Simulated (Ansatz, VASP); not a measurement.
Al2O3: VASP beside Ansatz

POSCAR

```
Al2O3
1.0
    2.4269486412      1.4011994514      4.4182258683
   -2.4269486412      1.4011994514      4.4182258683
    0.0000000000     -2.8023989026      4.4182258684
Al O
4 6
Direct
    0.8521009221      0.8521009221      0.8521009221
    0.3521009221      0.3521009221      0.3521009221
    0.1478990779      0.1478990779      0.1478990779
    0.6478990779      0.6478990779      0.6478990779
    0.4442678052      0.0557321948      0.7500000000
    0.0557321948      0.7500000000      0.4442678052
    0.5557321948      0.9442678052      0.2500000000
    0.2500000000      0.5557321948      0.9442678052
    0.9442678052      0.2500000000      0.5557321948
    0.7500000000      0.4442678052      0.0557321948
```

INCAR.step1

```
PREC = Accurate ; ENCUT = 520
ISMEAR = 0 ; SIGMA = 0.01
LREAL = False ; LASPH = True
NELM = 80 ; NBANDS = 35
GGA = PE ; ALGO = Normal
EDIFF = 1E-4 ; LWAVE = True
LCHARG = False
```

File INCAR.step2:

```
PREC = Accurate ; ENCUT = 520
EDIFF = 1E-6 ; ISMEAR = 0
SIGMA = 0.01 ; LREAL = False
LASPH = True ; NELM = 80
ALGO = Normal ; ISIF = 2
LWAVE = False ; LCHARG = False
METAGGA = R2SCAN ; LMIXTAU = True
NBANDS = 35 ; ISTART = 1
```

The input KPOINTS:

```
regular mesh
0
Gamma
  6 6 6
```

Input for Ansatz:

```yaml
crystal:
  lattice:
    - [2.4269486412, 1.4011994514, 4.4182258683]
    - [-2.4269486412, 1.4011994514, 4.4182258683]
    - [0.0, -2.8023989026, 4.4182258684]
  atoms:
    - { symbol: Al, position: [0.8521009221, 0.8521009221, 0.8521009221] }
    - { symbol: Al, position: [0.3521009221, 0.3521009221, 0.3521009221] }
    - { symbol: Al, position: [0.1478990779, 0.1478990779, 0.1478990779] }
    - { symbol: Al, position: [0.6478990779, 0.6478990779, 0.6478990779] }
    - { symbol: O, position: [0.4442678052, 0.0557321948, 0.75] }
    - { symbol: O, position: [0.0557321948, 0.75, 0.4442678052] }
    - { symbol: O, position: [0.5557321948, 0.9442678052, 0.25] }
    - { symbol: O, position: [0.25, 0.5557321948, 0.9442678052] }
    - { symbol: O, position: [0.9442678052, 0.25, 0.5557321948] }
    - { symbol: O, position: [0.75, 0.4442678052, 0.0557321948] }
kpoints:
  mp_grid: { grid: [6, 6, 6] }
  band_path:
    path:
      - [0.0, 0.0, 0.0]
      - [0.5, 0.5, 0.5]
      - [0.7662811645, 0.2337188355, 0.5]
      - [0.5, -0.2337188355, 0.2337188355]
      - [0.5, 0.0, 0.0]
      - [0.3668594178, -0.3668594178, 0.0]
      - [0.6331405822, 0.0, 0.3668594178]
      - [0.5, 0.0, 0.5]
      - [-0.09375, 0.0, 0.09375]
    npoints: 1
hamiltonian:
  xc: r2scan
scf:
  occupations: { method: fixed }
  n_extra_bands: 6
output:
  forces: true
  stress: true
  eigenvalues: true
```

Change from the starting cell: hydrostatic strain +2.0%.

Alike in both runs: task single point; functional r2SCAN; k mesh 6 × 6 × 6; no spin polarisation.

|  | VASP | Ansatz |
| --- | --- | --- |
| version | VASP 6.6.1 | Ansatz 0.2.0 |
| potentials or method | VASP PAW PBE potentials, release 64 (Al, O) | plane waves, PAW |
| plane-wave cutoff (eV) | 520 | 500 |
| occupations | gaussian, width 0.01 eV | fixed |
| valence electrons in the cell | 48 | 48 |

|  | VASP | Ansatz | Ansatz less VASP |
| --- | --- | --- | --- |
| gap on the k mesh at the Fermi level (eV) | 6.40 | 6.39 | -0.014 |
| pressure (GPa) | -14.0 | -13.5 | +0.52 |
| traceless stress, the component that is largest in VASP (GPa) | 0.42 | 0.46 | +0.041 |
| rms of the force components (eV/Å) | 0.010 | 0.002 | -0.0076 |

VASP's potentials were made for PBE, not for r2SCAN. Atom by atom the forces differ by 0.008 eV/Å (rms over components).
